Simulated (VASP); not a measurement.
# PbS (Fm-3m) in VASP: further runs

PbS is run at these levels: HSE06, B3LYP; tasks: single point.

Program: VASP 6.6.1. These are calculated values, not measurements. Logs are shortened: lines on timing, memory, paths and dates and some standing lists are left out, and cuts for length are marked.

### 1 The cell of the first run

It takes space group Fm-3m (No. 225, cubic). Conventional cell: a = 5.931 Å, b = 5.931 Å, c = 5.931 Å, α = 90.00°, β = 90.00°, γ = 90.00°. Pb (site symmetry m-3m) has 6 S at 2.97 Å within 3.9 Å. Within 3.9 Å of S (site symmetry m-3m) lie 6 Pb at 2.97 Å.

### 2 Single point, HSE06

Contents of POSCAR:

```
PbS
1.0
    0.0000000000      2.9657500000      2.9657500000
    2.9657500000      0.0000000000      2.9657500000
    2.9657500000      2.9657500000      0.0000000000
Pb S
1 1
Direct
    0.0000000000      0.0000000000      0.0000000000
    0.5000000000      0.5000000000      0.5000000000
```

Contents of INCAR.step1:

```
SYSTEM = PbS
  PREC = Accurate
  ENCUT = 400
  EDIFF = 1E-5
  ISMEAR = -1
  SIGMA = 0.05
  LREAL = .FALSE.
  LASPH = .TRUE.
  NELM = 120
  ALGO = Normal
  ISIF = 2
  LWAVE = .TRUE.
  LCHARG = .FALSE.
  GGA = PE
  NBANDS = 17
  GGA_COMPAT = .FALSE.
```

Contents of INCAR.step2:

```
SYSTEM = PbS
  PREC = Accurate
  ENCUT = 400
  EDIFF = 1E-6
  ISMEAR = -1
  SIGMA = 0.05
  LREAL = .FALSE.
  LASPH = .TRUE.
  NELM = 120
  ALGO = Normal
  ISIF = 2
  LWAVE = .FALSE.
  LCHARG = .FALSE.
  GGA = PE
  LHFCALC = .TRUE.
  HFSCREEN = 0.2079
  PRECFOCK = Normal
  ISTART = 1
  NBANDS = 17
  GGA_COMPAT = .FALSE.
```

Contents of KPOINTS:

```
Automatic mesh
0
G
  5 5 5
  0 0 0
```

Potentials or basis: VASP PAW PBE potentials, release 64 (Pb_d, S).

On the command line:

```
cat potpaw_PBE.64/Pb_d/POTCAR potpaw_PBE.64/S/POTCAR > POTCAR
cp INCAR.step1 INCAR
mpirun -np 1 vasp_std > vasp.out
cp INCAR.step2 INCAR
mpirun -np 1 vasp_std > vasp.out
```

OUTCAR:

```text
SYSTEM = PbS
   PREC = Accurate
   ENCUT = 400
   EDIFF = 1E-6
   ISMEAR = -1
   LREAL = .FALSE.
   LASPH = .TRUE.
   NELM = 120
   ISIF = 2
   GGA = PE
   LHFCALC = .TRUE.
   HFSCREEN = 0.2079
   PRECFOCK = Normal
   ISTART = 1

 ion  position               nearest neighbor table
   1  0.000  0.000  0.000-   2 2.97   2 2.97   2 2.97   2 2.97   2 2.97   2 2.97
   2  0.500  0.500  0.500-   1 2.97   1 2.97   1 2.97   1 2.97   1 2.97   1 2.97

  LATTYP: Found a face centered cubic cell.
 ALAT       =     5.9315000000

  Lattice vectors:

 A1 = (   0.0000000000,   2.9657500000,   2.9657500000)
 A2 = (   2.9657500000,   0.0000000000,   2.9657500000)
 A3 = (   2.9657500000,   2.9657500000,   0.0000000000)

Analysis of symmetry for initial positions (statically):
=====================================================================
 Subroutine PRICEL returns:
 Original cell was already a primitive cell.

 Routine SETGRP: Setting up the symmetry group for a
 face centered cubic supercell.

 Subroutine GETGRP returns: Found 48 space group operations
 (whereof 48 operations were pure point group operations)
 out of a pool of 48 trial point group operations.

The static configuration has the point symmetry O_h .

Analysis of symmetry for dynamics (positions and initial velocities):
=====================================================================
 Subroutine PRICEL returns:
 Original cell was already a primitive cell.

 Routine SETGRP: Setting up the symmetry group for a
 face centered cubic supercell.

 Subroutine GETGRP returns: Found 48 space group operations
 (whereof 48 operations were pure point group operations)
 out of a pool of 48 trial point group operations.

The dynamic configuration has the point symmetry O_h .

 Subroutine INISYM returns: Found 48 space group operations
 (whereof 48 operations are pure point group operations),
 and found     1 'primitive' translations

----------------------------------------------------------------------------------------

                                     Primitive cell

  volume of cell :      52.1715

  direct lattice vectors                    reciprocal lattice vectors
     0.000000000  2.965750000  2.965750000    -0.168591419  0.168591419  0.168591419
     2.965750000  0.000000000  2.965750000     0.168591419 -0.168591419  0.168591419
     2.965750000  2.965750000  0.000000000     0.168591419  0.168591419 -0.168591419

  length of vectors
     4.194203873  4.194203873  4.194203873     0.292008903  0.292008903  0.292008903

  position of ions in fractional coordinates (direct lattice)
     0.000000000  0.000000000  0.000000000
     0.500000000  0.500000000  0.500000000

  ion indices of the primitive-cell ions
   primitive index   ion index
                 1           1
                 2           2

----------------------------------------------------------------------------------------

 KPOINTS: Automatic mesh

Automatic generation of k-mesh.
 Grid dimensions read from file:
 generate k-points for:    5    5    5

 Generating k-lattice:

  Cartesian coordinates                     Fractional coordinates (reciprocal lattice)
    -0.033718284  0.033718284  0.033718284     0.200000000  0.000000000  0.000000000
     0.033718284 -0.033718284  0.033718284     0.000000000  0.200000000  0.000000000
     0.033718284  0.033718284 -0.033718284     0.000000000  0.000000000  0.200000000

  Length of vectors
     0.058401781  0.058401781  0.058401781

  Shift w.r.t. Gamma in fractional coordinates (k-lattice)
     0.000000000  0.000000000  0.000000000

 Subroutine IBZKPT returns following result:
 ===========================================

 Found     10 irreducible k-points:

 Following reciprocal coordinates:
            Coordinates               Weight
  0.000000  0.000000  0.000000      1.000000
  0.200000  0.000000  0.000000      8.000000
  0.400000  0.000000  0.000000      8.000000
  0.200000  0.200000  0.000000      6.000000
  0.400000  0.200000  0.000000     24.000000
 -0.400000  0.200000  0.000000     24.000000
 -0.200000  0.200000  0.000000     12.000000
  0.400000  0.400000  0.000000      6.000000
 -0.400000  0.400000  0.000000     12.000000
 -0.400000  0.400000  0.200000     24.000000
   k-points           NKPTS =     10   k-points in BZ     NKDIM =    125   number of bands    NBANDS=     17
   number of dos      NEDOS =    301   number of ions     NIONS =      2
   total plane-waves  NPLWV =  21952
   dimension x,y,z NGX =    28 NGY =   28 NGZ =   28
   dimension x,y,z NGXF=    56 NGYF=   56 NGZF=   56
   ions per type =               1   1
   NGX,Y,Z   is equivalent  to a cutoff of  11.10, 11.10, 11.10 a.u.
   NGXF,Y,Z  is equivalent  to a cutoff of  22.20, 22.20, 22.20 a.u.
 SYSTEM =  PbS
   PREC   = accura    normal or accurate (medium, high low for compatibility)
   ISTART =      1    job   : 0-new  1-cont  2-samecut
   ICHARG =      0    charge: 1-file 2-atom 10-const
   ISPIN  =      1    spin polarized calculation?
   LNONCOLLINEAR =      F non collinear calculations
   LSORBIT =      F    spin-orbit coupling
   LASPH  =      T    aspherical Exc in radial PAW
   ENCUT  =  400.0 eV  29.40 Ry    5.42 a.u.   6.84  6.84  6.84*2*pi/ulx,y,z
   NELM   =    120;   NELMIN=  2; NELMDL=  0     # of ELM steps
   EDIFF  = 0.1E-05   stopping-criterion for ELM
   LREAL  =      F    real-space projection
   EDIFFG = 0.1E-04   stopping-criterion for IOM
   NSW    =      0    number of steps for IOM
   IBRION =     -1    ionic relax: 0-MD 1-quasi-New 2-CG
   NFREE  =      0    steps in history (QN), initial steepest desc. (CG)
   ISIF   =      2    stress and relaxation
   ISYM   =      3    0-nonsym 1-usesym 2-fastsym
   POTIM  = 0.5000    time-step for ionic-motion
   TEBEG  =    0.0;   TEEND  =   0.0 temperature during run
   PSTRESS=    0.0 pullay stress
   NELECT =      20.0000    total number of electrons
   NUPDOWN=      -1.0000    fix difference up-down
   EMIN   =  10.00;   EMAX   =-10.00  energy-range for DOS
   EFERMI =   0.00;   METHOD = LEGACY
   ISMEAR =    -1;   SIGMA  =   0.05  broadening in eV -4-tet -1-fermi 0-gaus
   EFERMI_NEDOS =   21; number of points for ismear=-14 and -15
   IALGO  =     38    algorithm
   IMIX   =      1    mixing-type and parameters
     AMIX     =   0.40;   BMIX     =  1.00
     AMIX_MAG =   1.60;   BMIX_MAG =  1.00
  volume/ion in A,a.u.               =      26.09       176.04
  Fermi-wavevector in a.u.,A,eV,Ry     =   1.189251  2.247359 19.242973  1.414319
  Thomas-Fermi vector in A             =   2.325363
   LORBIT       =      0    0 simple, 1 ext, 2 COOP (PROOUT), +10 PAW based schemes
   GGA     = PE    functional components
   LHFCALC =     T    Hartree Fock is set to
   PRECFOCK=normal    Normal, Fast or Accurate (Low or Medium for compatibility)
   ENCUT4O =  -1.0   cutoff for four orbital integrals eV
   NKREDX  =     1    reduce k-point grid by
   NKREDY  =     1    reduce k-point grid by
   NKREDZ  =     1    reduce k-point grid by
   AEXX    =    0.2500 exact exchange contribution
   HFSCREEN=    0.2079 screening length (either q_TF or 0.3 A-1)
   HFSCREENC=   0.2079 screening length for correlation (either q_TF or 0.3 A-1)
   ENCUTFOCK=  -1.0 apply spherical cutoff to Coloumb kernel
   IVDW    =     0    specifies the selected vdW correction
   LEPSILON=     F    determine dielectric tensor
   LRPA    =     F    only Hartree local field effects (RPA)
 non-spin polarized calculation
  energy-cutoff  :      400.00
  volume of cell :       52.17
 maximum number of plane-waves:       962
  NGX = 24; NGY = 24; NGZ = 24

 number of electron      19.9999993 magnetization

 Free energy of the ion-electron system (eV)
  ---------------------------------------------------
  ext. energy  EPLUGINS =         0.00000000
  ---------------------------------------------------
  free energy    TOTEN  =       -10.41200980 eV

  energy without entropy =      -10.41200979  energy(sigma->0) =      -10.41200979

 E-fermi :   6.0085     XC(G=0):  -8.0474

 val. band max:        5.1669337462   @ k =   0.4000   0.0000   0.0000
 cond. band min:       6.8498035101   @ k =   0.4000   0.0000   0.0000
 fundamental gap:      1.6828697638
 Fermi energy:         6.0084848405

 k-point     1 :       0.0000    0.0000    0.0000
  band No.  band energies     occupation
      1     -13.0550      2.00000
      2     -13.0550      2.00000
      3     -13.0550      2.00000
      4     -13.0511      2.00000
      5     -13.0511      2.00000
      6      -9.6146      2.00000
[... 9 lines left out ...]
     16      12.9586      0.00000
     17      14.8798      0.00000

 k-point     2 :       0.2000    0.0000    0.0000
  band No.  band energies     occupation
      1     -13.0642      2.00000
      2     -13.0642      2.00000
      3     -13.0538      2.00000
      4     -13.0387      2.00000
      5     -13.0387      2.00000
      6      -9.2591      2.00000
[... 9 lines left out ...]
     16      13.8513      0.00000
     17      17.4345      0.00000

 k-point     3 :       0.4000    0.0000    0.0000
  band No.  band energies     occupation
      1     -13.0840      2.00000
      2     -13.0840      2.00000
      3     -13.0529      2.00000
      4     -13.0134      2.00000
      5     -13.0134      2.00000
      6      -8.4809      2.00000
[... 9 lines left out ...]
     16      15.8762      0.00000
     17      17.9943      0.00000

 k-point     4 :       0.2000    0.2000    0.0000
  band No.  band energies     occupation
      1     -13.0925      2.00000
      2     -13.0638      2.00000
      3     -13.0423      2.00000
      4     -13.0350      2.00000
      5     -13.0350      2.00000
      6      -9.1263      2.00000
[... 9 lines left out ...]
     16      15.5217      0.00000
     17      15.9892      0.00000

 k-point     5 :       0.4000    0.2000    0.0000
  band No.  band energies     occupation
      1     -13.1283      2.00000
      2     -13.0599      2.00000
      3     -13.0550      2.00000
      4     -13.0216      2.00000
      5     -13.0095      2.00000
      6      -8.4507      2.00000
[... 9 lines left out ...]
     16      16.9082      0.00000
     17      18.0489      0.00000

 k-point     6 :      -0.4000    0.2000    0.0000
  band No.  band energies     occupation
      1     -13.1213      2.00000
      2     -13.0718      2.00000
      3     -13.0432      2.00000
      4     -13.0234      2.00000
      5     -13.0107      2.00000
      6      -8.1040      2.00000
[... 9 lines left out ...]
     16      15.8684      0.00000
     17      18.3228      0.00000

 k-point     7 :      -0.2000    0.2000    0.0000
  band No.  band energies     occupation
      1     -13.0833      2.00000
      2     -13.0736      2.00000
      3     -13.0490      2.00000
      4     -13.0326      2.00000
      5     -13.0234      2.00000
      6      -8.7299      2.00000
[... 9 lines left out ...]
     16      16.3090      0.00000
     17      16.7488      0.00000

 k-point     8 :       0.4000    0.4000    0.0000
  band No.  band energies     occupation
      1     -13.2015      2.00000
      2     -13.0780      2.00000
      3     -13.0280      2.00000
      4     -13.0005      2.00000
      5     -13.0005      2.00000
      6      -8.0450      2.00000
[... 9 lines left out ...]
     16      18.3233      0.00000
     17      18.7417      0.00000

 k-point     9 :      -0.4000    0.4000    0.0000
  band No.  band energies     occupation
      1     -13.1944      2.00000
      2     -13.0658      2.00000
      3     -13.0401      2.00000
      4     -13.0061      2.00000
      5     -12.9996      2.00000
      6      -7.8114      2.00000
[... 9 lines left out ...]
     16      17.8841      0.00000
     17      19.1149      0.00000

 k-point    10 :      -0.4000    0.4000    0.2000
  band No.  band energies     occupation
      1     -13.1625      2.00000
      2     -13.0556      2.00000
      3     -13.0509      2.00000
      4     -13.0232      2.00000
      5     -13.0008      2.00000
      6      -7.9333      2.00000
[... 9 lines left out ...]
     16      18.1402      0.00000
     17      18.2252      0.00000

------------------------ aborting loop because EDIFF is reached ----------------------------------------

  FORCE on cell =-STRESS in cart. coord.  units (eV):
  Direction    XX          YY          ZZ          XY          YZ          ZX
  --------------------------------------------------------------------------------------
  -------------------------------------------------------------------------------------
  Total        0.2866108      0.2866108      0.2866108      0.0000000      0.0000000     -0.0000000
  in kB        8.8017609      8.8017609      8.8017609      0.0000000      0.0000000     -0.0000000
  external PRESSURE =       8.8017609 kB  Pullay stress =       0.0000000 kB

 VOLUME and BASIS-vectors are now :
 -----------------------------------------------------------------------------
  energy-cutoff  :      400.00
  volume of cell :       52.17
      direct lattice vectors                 reciprocal lattice vectors
     0.000000000  2.965750000  2.965750000    -0.168591419  0.168591419  0.168591419
     2.965750000  0.000000000  2.965750000     0.168591419 -0.168591419  0.168591419
     2.965750000  2.965750000  0.000000000     0.168591419  0.168591419 -0.168591419

 POSITION                                       TOTAL-FORCE (eV/Angst)
 -----------------------------------------------------------------------------------
      0.00000      0.00000      0.00000        -0.000000      0.000000     -0.000000
      2.96575      2.96575      2.96575         0.000000      0.000000      0.000000
 -----------------------------------------------------------------------------------
    total drift:                               -0.000002      0.000003      0.000002

  FREE ENERGIE OF THE ION-ELECTRON SYSTEM (eV)
  ---------------------------------------------------
  free  energy   TOTEN  =       -10.4120097999 eV

  energy  without entropy=      -10.4120097886  energy(sigma->0) =      -10.41200979
```

It took 13 min on 1 thread of Oxide Virtual Turin-like, shared host; peak memory 0.24 GiB.

What came out:

```
Free energy : -10.4120 eV
Pressure    : 0.9 GPa
```

Levels at points of the mesh, in eV from the Fermi level:
```
           k point  band 6  band 7  band 8  band 9  band 10  band 11  band 12  band 13  band 14  band 15
(0.00, 0.00, 0.00)  -15.62   -6.89   -3.03   -3.03    -3.03     5.57     5.57     5.57     6.95     6.95
```

Caveat: this odd mesh misses L, so gap, dielectric constants and Born charges aren't listed; the PAW data sets were made with another functional, which shifts forces and pressure a little; spin-orbit coupling is left out, which moves the levels of the heavy elements.

### 3 Single point, B3LYP

POSCAR is that of step 2.

Contents of INCAR.step1:

```
SYSTEM = PbS
PREC = Accurate ; ENCUT = 400
EDIFF = 1E-5 ; ISMEAR = -1
SIGMA = 0.05 ; LREAL = .FALSE.
LASPH = .TRUE. ; NELM = 120
ALGO = Normal ; ISIF = 2
LWAVE = .TRUE. ; LCHARG = .FALSE.
NBANDS = 17 ; GGA = PE
GGA_COMPAT = .FALSE.
```

Contents of INCAR.step2:

```
SYSTEM = PbS
PREC = Accurate ; ENCUT = 400
EDIFF = 1E-6 ; ISMEAR = -1
SIGMA = 0.05 ; LREAL = .FALSE.
LASPH = .TRUE. ; NELM = 120
ALGO = Normal ; ISIF = 2
LWAVE = .FALSE. ; LCHARG = .FALSE.
GGA = B3 ; LHFCALC = .TRUE.
AEXX = 0.2 ; AGGAX = 0.72
AGGAC = 0.81 ; ALDAC = 0.19
PRECFOCK = Normal ; NBANDS = 17
ISTART = 1 ; GGA_COMPAT = .FALSE.
```

KPOINTS is that of step 2.

Potentials or basis: VASP PAW PBE potentials, release 64 (Pb_d, S).

On the command line:

```
cat potpaw_PBE.64/Pb_d/POTCAR potpaw_PBE.64/S/POTCAR > POTCAR
cp INCAR.step1 INCAR
mpirun -np 1 vasp_std > vasp.out
cp INCAR.step2 INCAR
mpirun -np 1 vasp_std > vasp.out
```

Run time: 15 min. Hardware: 1 thread of Oxide Virtual Turin-like, shared host; peak memory 0.14 GiB.

It converged, with:

| Item | Value |
| --- | --- |
| Free energy | -9.9753 eV |
| Pressure | 4.3 GPa |

Levels at points of the mesh, in eV from the Fermi level:
```
           k point  band 7  band 8  band 9  band 10  band 11  band 12  band 13  band 14
(0.00, 0.00, 0.00)   -7.25   -3.26   -3.26    -3.26     5.59     5.59     5.59     7.29
```

Caveat: this odd mesh misses L, so gap, dielectric constants and Born charges aren't listed; the cell stands under pressure; the PAW data sets were made with another functional, which shifts forces and pressure a little; spin-orbit coupling is left out, which moves the levels of the heavy elements.
